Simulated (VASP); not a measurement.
Wanted: the native input for a VASP 6.6.1 run.

```yaml
Task: single point
Functional: PBE
Potentials_or_basis: VASP PAW PBE potentials, release 64 (Si, Ni)
Cutoff: 520 eV
k_mesh: 12 × 12 × 12
Occupations: gaussian, width 0.1 eV
Spin: no spin polarisation
Dipole_correction: no
Further_INCAR_settings: ALGO = Normal; EDIFF = 1e-06; NBANDS = 19
```

The structure of Si3Ni lies in POSCAR:

```
Si3Ni
1.0
    0.0000000000      3.1740239204      3.1740239204
    3.1740239204      0.0000000000      3.1740239204
    3.1740239204      3.1740239204      0.0000000000
Si Ni
3 1
Direct
    0.2500000000      0.2500000000      0.2500000000
    0.7500000000      0.7500000000      0.7500000000
    0.5000000000      0.5000000000      0.5000000000
    0.0000000000      0.0000000000      0.0000000000
```

The input as run:

INCAR

```
  PREC = Accurate
  ENCUT = 520
  EDIFF = 1E-6
  ISMEAR = 0
  SIGMA = 0.1
  LREAL = False
  LASPH = True
  NELM = 80
  ALGO = Normal
  ISIF = 2
  LWAVE = False
  LCHARG = False
  GGA = PE
  NBANDS = 19
```

KPOINTS

```
Automatic mesh
0
Gamma
  12 12 12
```

Potentials or basis: VASP PAW PBE potentials, release 64 (Si, Ni).

The run is started by

```bash
$ cat potpaw_PBE.64/Si/POTCAR potpaw_PBE.64/Ni/POTCAR > POTCAR
$ mpirun -np 1 vasp_std > vasp.out
```

It gave:

```
Pressure               : -13.9 GPa
Band gap on the k mesh : zero (band 11 reaches 8.65 eV, above the bottom of band 12 at 7.63 eV)
```

Run time: 57 s on 1 thread of Intel(R) Xeon(R) Platinum 8488C (Sapphire Rapids) (shared host), peak memory 0.24 GiB.
